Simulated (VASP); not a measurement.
# Rh (Pm-3m) in VASP: a series of runs

Rh is run at these levels: LDA; tasks: single point, relaxation of cell and atoms.

Everything below comes from runs of VASP 6.6.1. Logs are shortened: lines on timing, memory, paths and dates and some standing lists are left out, and cuts for length are marked.

## Step 1: The cell of the first run

It takes space group Pm-3m (No. 221, cubic). The conventional cell has a = 2.421 Å, b = 2.421 Å, c = 2.421 Å, α = 90.00°, β = 90.00°, γ = 90.00°. Within 3.2 Å of Rh (site symmetry m-3m) lie 6 Rh at 2.42 Å.

## Step 2: Single point, LDA

INCAR reads:

```
ALGO = Normal ; EDIFF = 1E-6
ENCUT = 520 ; GGA = CA
ISIF = 2 ; ISMEAR = 0
LASPH = T ; LCHARG = T
LELF = T ; LREAL = F
LVHAR = T ; LWAVE = F
NBANDS = 14 ; NELM = 80
PREC = Accurate ; SIGMA = 0.1
```

KPOINTS reads:

```
k-points
0
Gamma
  10 10 10
```

POSCAR reads:

```
Rh
1.0
    2.4214679523      0.0000000000      0.0000000000
    0.0000000000      2.4214679523      0.0000000000
    0.0000000000      0.0000000000      2.4214679523
Rh
1
Direct
    0.0000000000      0.0000000000      0.0000000000
```

Potentials or basis: VASP PAW LDA potentials, release 64 (Rh_pv).

The run is started by

```bash
cat potpaw_LDA.64/Rh_pv/POTCAR > POTCAR
mpirun -np 1 vasp_std > vasp.out
```

OUTCAR:

```text
EDIFF = 1E-6
   ENCUT = 520
   GGA = CA
   ISIF = 2
   ISMEAR = 0
   LASPH = T
   LREAL = F
   NELM = 80
   PREC = Accurate

 ion  position               nearest neighbor table
   1  0.000  0.000  0.000-

  LATTYP: Found a simple cubic cell.
 ALAT       =     2.4214679523

  Lattice vectors:

 A1 = (   2.4214679523,   0.0000000000,   0.0000000000)
 A2 = (   0.0000000000,   2.4214679523,   0.0000000000)
 A3 = (   0.0000000000,   0.0000000000,   2.4214679523)

Analysis of symmetry for initial positions (statically):
=====================================================================
 Subroutine PRICEL returns:
 Original cell was already a primitive cell.

 Routine SETGRP: Setting up the symmetry group for a
 simple cubic supercell.

 Subroutine GETGRP returns: Found 48 space group operations
 (whereof 48 operations were pure point group operations)
 out of a pool of 48 trial point group operations.

The static configuration has the point symmetry O_h .

Analysis of symmetry for dynamics (positions and initial velocities):
=====================================================================
 Subroutine PRICEL returns:
 Original cell was already a primitive cell.

 Routine SETGRP: Setting up the symmetry group for a
 simple cubic supercell.

 Subroutine GETGRP returns: Found 48 space group operations
 (whereof 48 operations were pure point group operations)
 out of a pool of 48 trial point group operations.

The dynamic configuration has the point symmetry O_h .

 Subroutine INISYM returns: Found 48 space group operations
 (whereof 48 operations are pure point group operations),
 and found     1 'primitive' translations

----------------------------------------------------------------------------------------

                                     Primitive cell

  volume of cell :      14.1983

  direct lattice vectors                    reciprocal lattice vectors
     2.421467952  0.000000000  0.000000000     0.412972635  0.000000000  0.000000000
     0.000000000  2.421467952  0.000000000     0.000000000  0.412972635  0.000000000
     0.000000000  0.000000000  2.421467952     0.000000000  0.000000000  0.412972635

  length of vectors
     2.421467952  2.421467952  2.421467952     0.412972635  0.412972635  0.412972635

  position of ions in fractional coordinates (direct lattice)
     0.000000000  0.000000000  0.000000000

  ion indices of the primitive-cell ions
   primitive index   ion index
                 1           1

----------------------------------------------------------------------------------------

 KPOINTS: k-points

Automatic generation of k-mesh.
 Grid dimensions read from file:
 generate k-points for:   10   10   10

 Generating k-lattice:

  Cartesian coordinates                     Fractional coordinates (reciprocal lattice)
     0.041297263  0.000000000  0.000000000     0.100000000  0.000000000  0.000000000
     0.000000000  0.041297263  0.000000000     0.000000000  0.100000000  0.000000000
     0.000000000  0.000000000  0.041297263     0.000000000  0.000000000  0.100000000

  Length of vectors
     0.041297263  0.041297263  0.041297263

  Shift w.r.t. Gamma in fractional coordinates (k-lattice)
     0.000000000  0.000000000  0.000000000

 Subroutine IBZKPT returns following result:
 ===========================================

 Found     56 irreducible k-points:

 Following reciprocal coordinates:
            Coordinates               Weight
  0.000000  0.000000  0.000000      1.000000
  0.100000  0.000000  0.000000      6.000000
  0.200000  0.000000  0.000000      6.000000
  0.300000  0.000000  0.000000      6.000000
  0.400000  0.000000  0.000000      6.000000
  0.500000  0.000000  0.000000      3.000000
[... 16 lines left out ...]
  0.200000  0.100000  0.100000     24.000000
  0.300000  0.100000  0.100000     24.000000
 [... further k-points ...]
   k-points           NKPTS =     56   k-points in BZ     NKDIM =     56   number of bands    NBANDS=     14
   number of dos      NEDOS =    301   number of ions     NIONS =      1
   total plane-waves  NPLWV =   5832
   dimension x,y,z NGX =    18 NGY =   18 NGZ =   18
   dimension x,y,z NGXF=    36 NGYF=   36 NGZF=   36
   ions per type =               1
   NGX,Y,Z   is equivalent  to a cutoff of  12.36, 12.36, 12.36 a.u.
   NGXF,Y,Z  is equivalent  to a cutoff of  24.72, 24.72, 24.72 a.u.
 SYSTEM =  unknown system
   PREC   = accura    normal or accurate (medium, high low for compatibility)
   ISTART =      0    job   : 0-new  1-cont  2-samecut
   ICHARG =      2    charge: 1-file 2-atom 10-const
   ISPIN  =      1    spin polarized calculation?
   LNONCOLLINEAR =      F non collinear calculations
   LSORBIT =      F    spin-orbit coupling
   LASPH  =      T    aspherical Exc in radial PAW
   ENCUT  =  520.0 eV  38.22 Ry    6.18 a.u.   4.50  4.50  4.50*2*pi/ulx,y,z
   NELM   =     80;   NELMIN=  2; NELMDL= -5     # of ELM steps
   EDIFF  = 0.1E-05   stopping-criterion for ELM
   LREAL  =      F    real-space projection
   EDIFFG = 0.1E-04   stopping-criterion for IOM
   NSW    =      0    number of steps for IOM
   IBRION =     -1    ionic relax: 0-MD 1-quasi-New 2-CG
   NFREE  =      0    steps in history (QN), initial steepest desc. (CG)
   ISIF   =      2    stress and relaxation
   ISYM   =      2    0-nonsym 1-usesym 2-fastsym
   POTIM  = 0.5000    time-step for ionic-motion
   TEBEG  =    0.0;   TEEND  =   0.0 temperature during run
   PSTRESS=    0.0 pullay stress
   NELECT =      15.0000    total number of electrons
   NUPDOWN=      -1.0000    fix difference up-down
   EMIN   =  10.00;   EMAX   =-10.00  energy-range for DOS
   EFERMI =   0.00;   METHOD = LEGACY
   ISMEAR =     0;   SIGMA  =   0.10  broadening in eV -4-tet -1-fermi 0-gaus
   EFERMI_NEDOS =   21; number of points for ismear=-14 and -15
   IALGO  =     38    algorithm
   IMIX   =      4    mixing-type and parameters
     AMIX     =   0.40;   BMIX     =  1.00
     AMIX_MAG =   1.60;   BMIX_MAG =  1.00
  volume/ion in A,a.u.               =      14.20        95.81
  Fermi-wavevector in a.u.,A,eV,Ry     =   1.667349  3.150833 37.824915  2.780053
  Thomas-Fermi vector in A             =   2.753386
   LORBIT       =      0    0 simple, 1 ext, 2 COOP (PROOUT), +10 PAW based schemes
   GGA     = CA    functional components
   LHFCALC =     F    Hartree Fock is set to
   AEXX    =    0.0000 exact exchange contribution
   IVDW    =     0    specifies the selected vdW correction
   LEPSILON=     F    determine dielectric tensor
   LRPA    =     F    only Hartree local field effects (RPA)
 non-spin polarized calculation
 Gauss-broadening in eV      SIGMA  =   0.10
  energy-cutoff  :      520.00
  volume of cell :       14.20
 maximum number of plane-waves:       402
   NGX =  9   NGY =  9   NGZ =  9

 number of electron      15.0000007 magnetization

 Free energy of the ion-electron system (eV)
  ---------------------------------------------------
  ext. energy  EPLUGINS =         0.00000000
  ---------------------------------------------------
  free energy    TOTEN  =        -7.72122963 eV

  energy without entropy =       -7.71244384  energy(sigma->0) =       -7.71683673

 E-fermi :  11.2424     XC(G=0): -13.9865

 val. band max:       11.2310848460   @ k =   0.2000   0.0000   0.0000
 cond. band min:      11.2466275204   @ k =   0.4000   0.2000   0.1000
 fundamental gap:      0.0155426744
 Fermi energy:        11.2423689604

 k-point     1 :       0.0000    0.0000    0.0000
  band No.  band energies     occupation
      1     -34.6929      2.00000
      2     -34.6929      2.00000
      3     -34.6929      2.00000
      4       3.5516      2.00000
      5       5.0963      2.00000
      6       5.0963      2.00000
      7      12.2838      0.00000
      8      12.2838      0.00000
      9      12.2838      0.00000
     10      28.9936      0.00000
     11      28.9936      0.00000
     12      28.9936      0.00000
     13      32.0074      0.00000
     14      37.2759      0.00000

 k-point     2 :       0.1000    0.0000    0.0000
  band No.  band energies     occupation
      1     -34.8034      2.00000
      2     -34.6836      2.00000
      3     -34.6836      2.00000
      4       3.8619      2.00000
      5       5.1643      2.00000
      6       5.4335      2.00000
      7      11.9734      0.00000
      8      11.9734      0.00000
      9      12.3081      0.00000
     10      27.2038      0.00000
     11      29.5735      0.00000
     12      29.5735      0.00000
     13      32.0094      0.00000
     14      35.5456      0.00000

 k-point     3 :       0.2000    0.0000    0.0000
  band No.  band energies     occupation
      1     -35.0871      2.00000
      2     -34.6591      2.00000
      3     -34.6591      2.00000
      4       4.5579      2.00000
      5       5.3467      2.00000
      6       6.5423      2.00000
      7      11.2311      1.12679
      8      11.2311      1.12679
      9      12.3723      0.00000
     10      24.1335      0.00000
     11      31.0846      0.00000
     12      31.0846      0.00000
     13      32.0102      0.00000
     14      32.9459      0.00000
[... 324 lines left out ...]
 k-point    23 :       0.2000    0.1000    0.1000
  band No.  band energies     occupation
      1     -35.0656      2.00000
      2     -34.7623      2.00000
      3     -34.7537      2.00000
      4       5.1923      2.00000
      5       5.8586      2.00000
      6       6.7076      2.00000
      7      10.9141      2.00000
      8      11.0262      1.99776
      9      11.7752      0.00000
     10      25.0224      0.00000
     11      29.1321      0.00000
     12      29.5060      0.00000
     13      32.0135      0.00000
     14      34.8831      0.00000

 k-point    24 :       0.3000    0.1000    0.1000
  band No.  band energies     occupation
      1     -35.4033      2.00000
      2     -34.7305      2.00000
      3     -34.7221      2.00000
      4       5.8993      2.00000
      5       6.0977      2.00000
      6       8.0204      2.00000
      7      10.0382      2.00000
      8      10.8237      2.00000
      9      11.8791      0.00000
     10      22.0888      0.00000
     11      30.1443      0.00000
     12      30.4522      0.00000
     13      32.0154      0.00000
     14      34.2557      0.00000

 [... further k-points ...]
[... 5 lines left out ...]
  --------------------------------------------------------------------------------------
  -------------------------------------------------------------------------------------
  Total        1.8651106      1.8651106      1.8651106     -0.0000000     -0.0000000     -0.0000000
  in kB      210.4645717    210.4645717    210.4645717     -0.0000000     -0.0000000     -0.0000000
  external PRESSURE =     210.4645717 kB  Pullay stress =       0.0000000 kB

 VOLUME and BASIS-vectors are now :
 -----------------------------------------------------------------------------
  energy-cutoff  :      520.00
  volume of cell :       14.20
      direct lattice vectors                 reciprocal lattice vectors
     2.421467952  0.000000000  0.000000000     0.412972635  0.000000000  0.000000000
     0.000000000  2.421467952  0.000000000     0.000000000  0.412972635  0.000000000
     0.000000000  0.000000000  2.421467952     0.000000000  0.000000000  0.412972635

 POSITION                                       TOTAL-FORCE (eV/Angst)
 -----------------------------------------------------------------------------------
      0.00000      0.00000      0.00000         0.000000      0.000000      0.000000
 -----------------------------------------------------------------------------------
    total drift:                                0.000000      0.000000      0.000000

  FREE ENERGIE OF THE ION-ELECTRON SYSTEM (eV)
  ---------------------------------------------------
  free  energy   TOTEN  =        -7.7212296292 eV

  energy  without entropy=       -7.7124438385  energy(sigma->0) =       -7.71683673
```

Run time: 5.9 s. Hardware: 1 thread of Intel Xeon Platinum 8259CL at 2.50GHz (Skylake/Cascade Lake), shared host; peak memory 0.12 GiB.

What came out:

```yaml
Free_energy: -7.7212 eV
Pressure: 21.0 GPa
```

## Step 3: Single point, LDA

This run uses another cell than the first one, of 15.27 Å³/atom, 1.075 times its volume.

INCAR reads:

```
PREC = Accurate ; ENCUT = 520
EDIFF = 1E-6 ; ISMEAR = 0
SIGMA = 0.1 ; LREAL = False
LASPH = True ; NELM = 60
ALGO = Normal ; ISIF = 2
LWAVE = False ; LCHARG = False
GGA = CA ; NBANDS = 14
```

KPOINTS reads:

```
Automatic mesh
0
Gamma
  10 10 10
```

POSCAR reads:

```
Rh
1.0
    2.4807101097      0.0000000000      0.0000000000
    0.0000000000      2.4807101097      0.0000000000
    0.0000000000      0.0000000000      2.4807101097
Rh
1
Direct
    0.0000000000      0.0000000000      0.0000000000
```

Potentials or basis: VASP PAW LDA potentials, release 64 (Rh_pv).

The run is started by

```bash
cat potpaw_LDA.64/Rh_pv/POTCAR > POTCAR
mpirun -np 1 vasp_std > vasp.out
```

OUTCAR:

```text
PREC = Accurate
   ENCUT = 520
   EDIFF = 1E-6
   ISMEAR = 0
   LREAL = False
   LASPH = True
   NELM = 60
   ISIF = 2
   GGA = CA

 ion  position               nearest neighbor table
   1  0.000  0.000  0.000-

  LATTYP: Found a simple cubic cell.
 ALAT       =     2.4807101097

  Lattice vectors:

 A1 = (   2.4807101097,   0.0000000000,   0.0000000000)
 A2 = (   0.0000000000,   2.4807101097,   0.0000000000)
 A3 = (   0.0000000000,   0.0000000000,   2.4807101097)

Analysis of symmetry for initial positions (statically):
=====================================================================
 Subroutine PRICEL returns:
 Original cell was already a primitive cell.

 Routine SETGRP: Setting up the symmetry group for a
 simple cubic supercell.

 Subroutine GETGRP returns: Found 48 space group operations
 (whereof 48 operations were pure point group operations)
 out of a pool of 48 trial point group operations.

The static configuration has the point symmetry O_h .

Analysis of symmetry for dynamics (positions and initial velocities):
=====================================================================
 Subroutine PRICEL returns:
 Original cell was already a primitive cell.
[... 160 lines left out ...]

 k-point     1 :       0.0000    0.0000    0.0000
  band No.  band energies     occupation
      1     -35.8518      2.00000
      2     -35.8518      2.00000
      3     -35.8518      2.00000
      4       2.7900      2.00000
      5       4.4344      2.00000
      6       4.4344      2.00000
      7      10.8987      0.00000
      8      10.8987      0.00000
      9      10.8987      0.00000
     10      27.1902      0.00000
     11      27.1902      0.00000
     12      27.1902      0.00000
     13      30.8896      0.00000
     14      35.0686      0.00000
[... 377 lines left out ...]
      1     -36.4159      2.00000
      2     -35.8819      2.00000
      3     -35.8756      2.00000
      4       5.0460      2.00000
      5       5.3317      2.00000
      6       7.0696      2.00000
      7       8.9208      2.00000
      8       9.6035      2.00000
      9      10.5451      0.00000
     10      20.3307      0.00000
     11      28.3765      0.00000
     12      28.5009      0.00000
     13      30.8978      0.00000
     14      32.3289      0.00000

 [... further k-points ...]
[... 5 lines left out ...]
  --------------------------------------------------------------------------------------
  -------------------------------------------------------------------------------------
  Total        0.0663736      0.0663736      0.0663736     -0.0000000      0.0000000     -0.0000000
  in kB        6.9659064      6.9659064      6.9659064     -0.0000000      0.0000000     -0.0000000
  external PRESSURE =       6.9659064 kB  Pullay stress =       0.0000000 kB

 VOLUME and BASIS-vectors are now :
 -----------------------------------------------------------------------------
  energy-cutoff  :      520.00
  volume of cell :       15.27
      direct lattice vectors                 reciprocal lattice vectors
     2.480710110  0.000000000  0.000000000     0.403110382  0.000000000  0.000000000
     0.000000000  2.480710110  0.000000000     0.000000000  0.403110382  0.000000000
     0.000000000  0.000000000  2.480710110     0.000000000  0.000000000  0.403110382

 POSITION                                       TOTAL-FORCE (eV/Angst)
 -----------------------------------------------------------------------------------
      0.00000      0.00000      0.00000         0.000000      0.000000      0.000000
 -----------------------------------------------------------------------------------
    total drift:                                0.000000      0.000000      0.000000

  FREE ENERGIE OF THE ION-ELECTRON SYSTEM (eV)
  ---------------------------------------------------
  free  energy   TOTEN  =        -7.7898177362 eV

  energy  without entropy=       -7.7806975123  energy(sigma->0) =       -7.78525762
```

OSZICAR:

```text
N       E                     dE             d eps       ncg     rms          rms(c)
DAV:   1     0.123592524805E+03    0.12359E+03   -0.87949E+03  1568   0.113E+03
DAV:   2    -0.648671801452E+01   -0.13008E+03   -0.12385E+03  1682   0.337E+02
DAV:   3    -0.811090148801E+01   -0.16242E+01   -0.16204E+01  1892   0.422E+01
DAV:   4    -0.811788361816E+01   -0.69821E-02   -0.69813E-02  1832   0.283E+00
DAV:   5    -0.811795764777E+01   -0.74030E-04   -0.74029E-04  1916   0.261E-01    0.943E+00
DAV:   6    -0.779976387023E+01    0.31819E+00   -0.57801E-01  1748   0.102E+01    0.376E+00
DAV:   7    -0.779255569619E+01    0.72082E-02   -0.15673E-02  1754   0.986E-01    0.195E+00
DAV:   8    -0.778984091278E+01    0.27148E-02   -0.18351E-03  1832   0.576E-01    0.534E-02
DAV:   9    -0.778981810033E+01    0.22812E-04   -0.42007E-05  1904   0.846E-02    0.111E-02
DAV:  10    -0.778981773622E+01    0.36412E-06   -0.18023E-06  1646   0.134E-02
   1 F= -.77898177E+01 E0= -.77852576E+01  d E =-.912022E-02
```

stdout:

```text
POSCAR found type information on POSCAR Rh
 POSCAR found :  1 types and       1 ions
 scaLAPACK will be used
 LDA part: xc-table for (Slater(with rela. corr.)+CA(PZ))
 , standard interpolation
 POSCAR, INCAR and KPOINTS ok, starting setup
 FFT: planning ... GRIDC
 FFT: planning ... GRID_SOFT
 FFT: planning ... GRID
 WAVECAR not read
 entering main loop
```

Wall time 5.3 s (1 thread of Intel Xeon Platinum 8259CL at 2.50GHz (Skylake/Cascade Lake), shared host); peak memory 0.11 GiB.

Results:

```
Free energy : -7.7898 eV
Pressure    : 0.7 GPa
```

## Step 4: Single point, LDA

This run uses another cell than the first one, of 14.95 Å³/atom, 1.053 times its volume.

INCAR reads:

```
ALGO = Normal
EDIFF = 1E-7
ENCUT = 520
GGA = CA
ISIF = 2
ISMEAR = 0
LASPH = True
LCHARG = False
LREAL = False
LWAVE = False
NBANDS = 14
NELM = 80
PREC = Accurate
SIGMA = 0.1
```

KPOINTS reads:

```
k-points
0
Gamma
  10 10 10
```

POSCAR reads:

```
Rh
1.0
    2.4637215503      0.0000000000      0.0000000000
    0.0000000000      2.4637215503      0.0000000000
    0.0000000000      0.0000000000      2.4637215503
Rh
1
Direct
    0.0000000000      0.0000000000      0.0000000000
```

The run is started by

```bash
cat potpaw_LDA.64/Rh_pv/POTCAR > POTCAR
mpirun -np 1 vasp_std > vasp.out
```

It took 5.7 s on 1 thread of Intel Xeon Platinum 8259CL at 2.50GHz (Skylake/Cascade Lake), shared host; peak memory 0.12 GiB.

It converged, with:

| Property | Result |
| --- | --- |
| Free energy | -7.7834 eV |
| Pressure | 5.8 GPa |

Levels at points of the mesh, in eV from the Fermi level:
```csv
k point,band 3,band 4,band 5,band 6,band 7,band 8,band 9,band 10,band 11,band 12
"(0.00, 0.00, 0.00)",-45.86,-7.33,-5.71,-5.71,0.95,0.95,0.95,17.36,17.36,17.36
"(0.50, 0.00, 0.00)",-45.78,-5.00,-4.75,-1.49,-1.49,-0.21,1.19,6.87,17.62,20.87
"(0.50, 0.50, 0.00)",-45.70,-6.29,-4.03,-1.02,-1.02,2.73,5.82,5.82,14.01,14.86
"(0.50, 0.50, 0.50)",-46.57,-5.01,-5.01,-5.01,2.89,2.89,10.03,12.81,12.81,12.81
```

[end of part 1 of 2]
